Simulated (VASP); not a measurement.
# P in VASP: further runs

P is run at these levels: PBE+D3(BJ); tasks: single point.

Program: VASP 6.6.1. These are calculated values, not measurements. Logs are shortened: lines on timing, memory, paths and dates and some standing lists are left out, and cuts for length are marked.

## (1) The cell of the first run

The cell holds a slab with vacuum, 4 atoms: a = 3.323 Å, b = 4.165 Å, c = 30.338 Å, α = 90.00°, β = 90.00°, γ = 90.00°.

## (2) Single point, PBE+D3(BJ) (a layer taken out of the bulk)

File INCAR:

```
SYSTEM = P
ALGO = Normal ; DIPOL = 0.5 0.5 0.500
EDIFF = 1E-6 ; ENCUT = 520
GGA = PE ; IDIPOL = 3
ISIF = 2 ; ISMEAR = 0
IVDW = 12 ; LASPH = .True.
LCHARG = .True. ; LDIPOL = .True.
LELF = .True. ; LREAL = .False.
LVACPOTAV = .True. ; LVHAR = .True.
LWAVE = .False. ; NBANDS = 18
NELM = 80 ; PREC = Accurate
SIGMA = 0.02
```

File KPOINTS:

```
k-points
0
Gamma
  10 8 1
  0 0 0
```

File POSCAR:

```
P
1.0
    3.3228293948      0.0000000000      0.0000000000
    0.0000000000      4.1648374770      0.0000000000
    0.0000000000      0.0000000000     30.3376758692
P
4
Direct
    0.0000000000      0.5718894421      0.4642550414
    0.5000000000      0.9281105579      0.4642550414
    0.5000000000      0.0718894421      0.5357449586
    0.0000000000      0.4281105579      0.5357449586
```

Potentials or basis: VASP PAW PBE potentials, release 64 (P).

On the command line:

```console
$ cat potpaw_PBE.64/P/POTCAR > POTCAR
$ mpirun -np 1 vasp_std > vasp.out
```

OUTCAR:

```text
SYSTEM = P
   EDIFF = 1E-6
   ENCUT = 520
   GGA = PE
   ISIF = 2
   ISMEAR = 0
   IVDW = 12
   LASPH = .True.
   LREAL = .False.
   NELM = 80
   PREC = Accurate
 IVDW          = 12

 ion  position               nearest neighbor table
   1  0.000  0.572  0.464-   2 2.23   2 2.23   4 2.25
   2  0.500  0.928  0.464-   1 2.23   1 2.23   3 2.25
   3  0.500  0.072  0.536-   4 2.23   4 2.23   2 2.25
   4  0.000  0.428  0.536-   3 2.23   3 2.23   1 2.25

  LATTYP: Found a simple orthorhombic cell.
 ALAT       =     3.3228293948
 B/A-ratio  =     1.2534009370
 C/A-ratio  =     9.1300732793

  Lattice vectors:

 A1 = (   3.3228293948,   0.0000000000,   0.0000000000)
 A2 = (   0.0000000000,   4.1648374770,   0.0000000000)
 A3 = (   0.0000000000,   0.0000000000,  30.3376758692)

Analysis of symmetry for initial positions (statically):
=====================================================================
 Subroutine PRICEL returns:
 Original cell was already a primitive cell.

 Routine SETGRP: Setting up the symmetry group for a
 simple orthorhombic supercell.

 Subroutine GETGRP returns: Found  8 space group operations
 (whereof  4 operations were pure point group operations)
 out of a pool of  8 trial point group operations.

The static configuration has the point symmetry C_2h.
 The point group associated with its full space group is D_2h.

Analysis of symmetry for dynamics (positions and initial velocities):
=====================================================================
 Subroutine PRICEL returns:
 Original cell was already a primitive cell.

 Routine SETGRP: Setting up the symmetry group for a
 simple orthorhombic supercell.

 Subroutine GETGRP returns: Found  8 space group operations
 (whereof  4 operations were pure point group operations)
 out of a pool of  8 trial point group operations.

The dynamic configuration has the point symmetry C_2h.
 The point group associated with its full space group is D_2h.

 Subroutine INISYM returns: Found  8 space group operations
 (whereof  4 operations are pure point group operations),
 and found     1 'primitive' translations

----------------------------------------------------------------------------------------

                                     Primitive cell

  volume of cell :     419.8444

  direct lattice vectors                    reciprocal lattice vectors
     3.322829395  0.000000000  0.000000000     0.300948343  0.000000000  0.000000000
     0.000000000  4.164837477  0.000000000     0.000000000  0.240105408  0.000000000
     0.000000000  0.000000000 30.337675869     0.000000000  0.000000000  0.032962314

  length of vectors
     3.322829395  4.164837477 30.337675869     0.300948343  0.240105408  0.032962314

  position of ions in fractional coordinates (direct lattice)
     0.000000000  0.571889442  0.464255041
     0.500000000  0.928110558  0.464255041
     0.500000000  0.071889442  0.535744959
     0.000000000  0.428110558  0.535744959

  ion indices of the primitive-cell ions
   primitive index   ion index
                 1           1
                 2           2
                 3           3
                 4           4

----------------------------------------------------------------------------------------

 KPOINTS: k-points

Automatic generation of k-mesh.
 Grid dimensions read from file:
 generate k-points for:   10    8    1

 Generating k-lattice:

  Cartesian coordinates                     Fractional coordinates (reciprocal lattice)
     0.030094834  0.000000000  0.000000000     0.100000000  0.000000000  0.000000000
     0.000000000  0.030013176  0.000000000     0.000000000  0.125000000  0.000000000
     0.000000000  0.000000000  0.032962314     0.000000000  0.000000000  1.000000000

  Length of vectors
     0.030094834  0.030013176  0.032962314

  Shift w.r.t. Gamma in fractional coordinates (k-lattice)
     0.000000000  0.000000000  0.000000000

 Subroutine IBZKPT returns following result:
 ===========================================

 Found     30 irreducible k-points:

 Following reciprocal coordinates:
            Coordinates               Weight
  0.000000  0.000000  0.000000      1.000000
  0.100000  0.000000  0.000000      2.000000
  0.200000  0.000000  0.000000      2.000000
  0.300000  0.000000  0.000000      2.000000
  0.400000  0.000000  0.000000      2.000000
  0.500000  0.000000  0.000000      1.000000
[... 16 lines left out ...]
  0.400000  0.375000  0.000000      4.000000
  0.500000  0.375000  0.000000      2.000000
 [... further k-points ...]
   k-points           NKPTS =     30   k-points in BZ     NKDIM =     30   number of bands    NBANDS=     18
   number of dos      NEDOS =    301   number of ions     NIONS =      4
   total plane-waves  NPLWV = 215040
   dimension x,y,z NGX =    28 NGY =   32 NGZ =  240
   dimension x,y,z NGXF=    56 NGYF=   64 NGZF=  480
   ions per type =               4
   NGX,Y,Z   is equivalent  to a cutoff of  14.01, 12.77, 13.15 a.u.
   NGXF,Y,Z  is equivalent  to a cutoff of  28.02, 25.55, 26.30 a.u.
 SYSTEM =  P
   PREC   = accura    normal or accurate (medium, high low for compatibility)
   ISTART =      0    job   : 0-new  1-cont  2-samecut
   ICHARG =      2    charge: 1-file 2-atom 10-const
   ISPIN  =      1    spin polarized calculation?
   LNONCOLLINEAR =      F non collinear calculations
   LSORBIT =      F    spin-orbit coupling
   LASPH  =      T    aspherical Exc in radial PAW
   ENCUT  =  520.0 eV  38.22 Ry    6.18 a.u.   6.18  7.74 56.41*2*pi/ulx,y,z
   NELM   =     80;   NELMIN=  2; NELMDL= -5     # of ELM steps
   EDIFF  = 0.1E-05   stopping-criterion for ELM
   LREAL  =      F    real-space projection
   EDIFFG = 0.1E-04   stopping-criterion for IOM
   NSW    =      0    number of steps for IOM
   IBRION =     -1    ionic relax: 0-MD 1-quasi-New 2-CG
   NFREE  =      0    steps in history (QN), initial steepest desc. (CG)
   ISIF   =      2    stress and relaxation
   ISYM   =      2    0-nonsym 1-usesym 2-fastsym
   POTIM  = 0.5000    time-step for ionic-motion
   TEBEG  =    0.0;   TEEND  =   0.0 temperature during run
   PSTRESS=    0.0 pullay stress
   NELECT =      20.0000    total number of electrons
   NUPDOWN=      -1.0000    fix difference up-down
   EMIN   =  10.00;   EMAX   =-10.00  energy-range for DOS
   EFERMI =   0.00;   METHOD = LEGACY
   ISMEAR =     0;   SIGMA  =   0.02  broadening in eV -4-tet -1-fermi 0-gaus
   EFERMI_NEDOS =   21; number of points for ismear=-14 and -15
   IALGO  =     38    algorithm
   IMIX   =      4    mixing-type and parameters
     AMIX     =   0.40;   BMIX     =  1.00
     AMIX_MAG =   1.60;   BMIX_MAG =  1.00
  volume/ion in A,a.u.               =     104.96       708.31
  Fermi-wavevector in a.u.,A,eV,Ry     =   0.593456  1.121470  4.791840  0.352190
  Thomas-Fermi vector in A             =   1.642662
   LORBIT       =      0    0 simple, 1 ext, 2 COOP (PROOUT), +10 PAW based schemes
   GGA     = PE    functional components
   LHFCALC =     F    Hartree Fock is set to
   AEXX    =    0.0000 exact exchange contribution
   IVDW    =    12    specifies the selected vdW correction
   LEPSILON=     F    determine dielectric tensor
   LRPA    =     F    only Hartree local field effects (RPA)
 non-spin polarized calculation
 Gauss-broadening in eV      SIGMA  =   0.02
  energy-cutoff  :      520.00
  volume of cell :      419.84
 maximum number of plane-waves:     11360
 NGX is ok and might be reduce to    28
   NGX = 13   NGY = 15   NGZ =113

 dipolmoment           0.000000      0.000000     -0.000000 electrons x Angstroem

 number of electron      19.9999995 magnetization

 dipolmoment           0.000000      0.000000      0.000000 electrons x Angstroem

 Free energy of the ion-electron system (eV)
  ---------------------------------------------------
  ext. energy  EPLUGINS =         0.00000000
  ---------------------------------------------------
  free energy    TOTEN  =       -21.34906913 eV

  energy without entropy =      -21.34906913  energy(sigma->0) =      -21.34906913

 E-fermi :  -2.4758     XC(G=0):  -2.1307

 val. band max:       -2.5600018602   @ k =   0.0000   0.3750   0.0000
 cond. band min:      -2.3120696511   @ k =   0.0000   0.0000   0.0000
 fundamental gap:      0.2479322092
 Fermi energy:        -2.4757914472

 k-point     1 :       0.0000    0.0000    0.0000
  band No.  band energies     occupation
      1     -18.0858      2.00000
      2     -15.3276      2.00000
      3     -11.3264      2.00000
      4      -8.6421      2.00000
      5      -7.6146      2.00000
      6      -6.9647      2.00000
[... 10 lines left out ...]
     17       2.0094      0.00000
     18       2.2681      0.00000

 k-point     2 :       0.1000    0.0000    0.0000
  band No.  band energies     occupation
      1     -17.9670      2.00000
      2     -15.2050      2.00000
      3     -11.4678      2.00000
      4      -8.5440      2.00000
      5      -7.5065      2.00000
      6      -7.2281      2.00000
[... 10 lines left out ...]
     17       2.1465      0.00000
     18       2.3968      0.00000

 k-point     3 :       0.2000    0.0000    0.0000
  band No.  band energies     occupation
      1     -17.6125      2.00000
      2     -14.8382      2.00000
      3     -11.9933      2.00000
      4      -8.2590      2.00000
      5      -8.2291      2.00000
      6      -7.6233      2.00000
[... 10 lines left out ...]
     17       2.1345      0.00000
     18       2.5562      0.00000

 k-point     4 :       0.3000    0.0000    0.0000
  band No.  band energies     occupation
      1     -17.0287      2.00000
      2     -14.2307      2.00000
      3     -12.9496      2.00000
      4      -9.6482      2.00000
      5      -7.8258      2.00000
      6      -7.7573      2.00000
[... 375 lines left out ...]
      4     -10.7749      2.00000
      5      -9.0742      2.00000
      6      -8.2771      2.00000
[... 10 lines left out ...]
     17       3.6747      0.00000
     18       4.1148      0.00000

 k-point    23 :       0.4000    0.3750    0.0000
  band No.  band energies     occupation
      1     -15.4917      2.00000
      2     -14.5889      2.00000
      3     -12.6003      2.00000
      4     -11.5907      2.00000
      5      -8.9595      2.00000
      6      -8.1247      2.00000
[... 10 lines left out ...]
     17       3.6464      0.00000
     18       4.6059      0.00000

 k-point    24 :       0.5000    0.3750    0.0000
  band No.  band energies     occupation
      1     -14.7619      2.00000
      2     -14.7619      2.00000
      3     -12.4621      2.00000
      4     -12.4621      2.00000
      5      -8.2401      2.00000
      6      -8.2401      2.00000
[... 10 lines left out ...]
     17       3.6771      0.00000
     18       3.6771      0.00000

 [... further k-points ...]

------------------------ aborting loop because EDIFF is reached ----------------------------------------

 Edisp (eV)   -1.04519

 E8    (eV) :    -0.4239

  FORCE on cell =-STRESS in cart. coord.  units (eV):
  Direction    XX          YY          ZZ          XY          YZ          ZX
  --------------------------------------------------------------------------------------
  -------------------------------------------------------------------------------------
  Total       0.52380     0.93055    -0.77737     0.00000     0.00000     0.00000
  in kB       1.99889     3.55108    -2.96652     0.00000     0.00000     0.00000
  external pressure =        0.86 kB  Pullay stress =        0.00 kB

 VOLUME and BASIS-vectors are now :
 -----------------------------------------------------------------------------
  energy-cutoff  :      520.00
  volume of cell :      419.84
      direct lattice vectors                 reciprocal lattice vectors
     3.322829395  0.000000000  0.000000000     0.300948343  0.000000000  0.000000000
     0.000000000  4.164837477  0.000000000     0.000000000  0.240105408  0.000000000
     0.000000000  0.000000000 30.337675869     0.000000000  0.000000000  0.032962314

 POSITION                                       TOTAL-FORCE (eV/Angst)
 -----------------------------------------------------------------------------------
      0.00000      2.38183     14.08442        -0.000000      0.102724      0.175685
      1.66141      3.86543     14.08442         0.000000     -0.102724      0.175685
      1.66141      0.29941     16.25326        -0.000000      0.102724     -0.175685
      0.00000      1.78301     16.25326        -0.000000     -0.102724     -0.175685
 -----------------------------------------------------------------------------------
    total drift:                               -0.000000      0.000000      0.000000

  FREE ENERGIE OF THE ION-ELECTRON SYSTEM (eV)
  ---------------------------------------------------
  free  energy   TOTEN  =       -22.3942543329 eV

  energy  without entropy=      -22.3942543329  energy(sigma->0) =      -22.39425433

 vacuum level on the upper side and lower side of the slab         1.962         1.962
```

It took 3.1 min on 1 thread of Intel Xeon 6975P-C (Granite Rapids), shared host; peak memory 0.55 GiB.

What came out:

```
Free energy                : -22.3943 eV
Largest force              : 0.204 eV/Å
Band gap on the k mesh     : 0.25 eV (least direct gap 0.33 eV)
Dispersion energy per atom : -0.261 eV
```

Forces in eV/Å, atoms in the order of the input:
```
P    0.000  0.103  0.176
P    0.000 -0.103  0.176
P    0.000  0.103 -0.176
P    0.000 -0.103 -0.176
```

Caveat: the cell differs from its parent crystal (a layer taken out of the bulk).

## (3) Single point, PBE+D3(BJ) (a layer taken out of the bulk)

File INCAR:

```
SYSTEM = P
PREC = Accurate ; ENCUT = 520
EDIFF = 1E-6 ; ISMEAR = 0
SIGMA = 0.02 ; LREAL = .FALSE.
LASPH = .TRUE. ; NELM = 100
ALGO = Normal ; ISIF = 2
LWAVE = .FALSE. ; LCHARG = .FALSE.
LDIPOL = .TRUE. ; IDIPOL = 3
DIPOL = 0.5 0.5 0.500 ; GGA = PE
IVDW = 12 ; NBANDS = 18
```

File KPOINTS:

```
regular mesh
0
G
  10 8 1
  0 0 0
```

File POSCAR:

```
P
1.0
    3.2961956652      0.0000000000      0.0000000000
    0.0000000000      4.4391253104      0.0000000000
    0.0000000000      0.0000000000     30.3376758692
P
4
Direct
    0.0000000000      0.5825037743      0.4650088302
    0.5000000000      0.9174962257      0.4650088302
    0.5000000000      0.0825037743      0.5349911698
    0.0000000000      0.4174962257      0.5349911698
```

Potentials or basis: VASP PAW PBE potentials, release 64 (P).

On the command line:

```console
$ cat potpaw_PBE.64/P/POTCAR > POTCAR
$ mpirun -np 1 vasp_std > vasp.out
```

Run time: 4.7 min. Hardware: 1 thread of Intel Xeon 6975P-C (Granite Rapids), shared host; peak memory 0.64 GiB.

The run converged. Its results:

```
Free energy                : -22.4400 eV
Largest force              : 0.052 eV/Å
Band gap on the k mesh     : 0.75 eV
Dispersion energy per atom : -0.247 eV
```

Forces in eV/Å, atoms in the order of the input:
```
P    0.000  0.035  0.039
P    0.000 -0.035  0.039
P    0.000  0.035 -0.039
P    0.000 -0.035 -0.039
```

Levels at points of the mesh, in eV from the valence-band top:
```csv
k point,band 7,band 8,band 9,band 10,band 11,band 12,band 13,band 14
"(0.00, 0.00, 0.00)",-3.45,-1.87,-1.76,0.00,0.75,1.58,2.74,3.47
"(0.50, 0.00, 0.00)",-2.74,-2.74,-2.03,-2.03,1.31,1.31,1.96,1.96
"(0.00, 0.50, 0.00)",-2.55,-2.55,-1.03,-1.03,2.11,2.11,3.48,3.48
"(0.50, 0.50, 0.00)",-4.87,-4.87,-1.31,-1.31,2.42,2.42,4.28,4.28
```

Caveat: the cell differs from its parent crystal (a layer taken out of the bulk).
